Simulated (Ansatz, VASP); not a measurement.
Two plane-wave programs on Cd

```xyz
1
Lattice="-1.9985 1.9985 1.9985 1.9985 -1.9985 1.9985 1.9985 1.9985 -1.9985" Properties=species:S:1:pos:R:3 pbc="T T T"
Cd    0.0000    0.0000    0.0000
```

Alike in both runs: task single point; functional BLYP; k mesh 13 × 13 × 13; occupations fermi-dirac, width 0.1 eV; no spin polarisation.

```csv
,VASP,Ansatz
version,VASP 6.6.1,Ansatz 0.2.0
potentials or method,"VASP PAW PBE potentials, release 64 (Cd), cutoff 520 eV","plane waves (420 eV) with PAW, scalar-relativistic"
valence electrons in the cell,12,20
```

```tsv
	VASP	Ansatz	Ansatz less VASP
pressure (GPa)	-0.7	-0.7	-0.01
```

VASP's potentials were made for PBE, not for BLYP. VASP's potentials hold 12 valence electrons a cell and Ansatz's 20, so a difference there can come from the potentials and not from the codes.
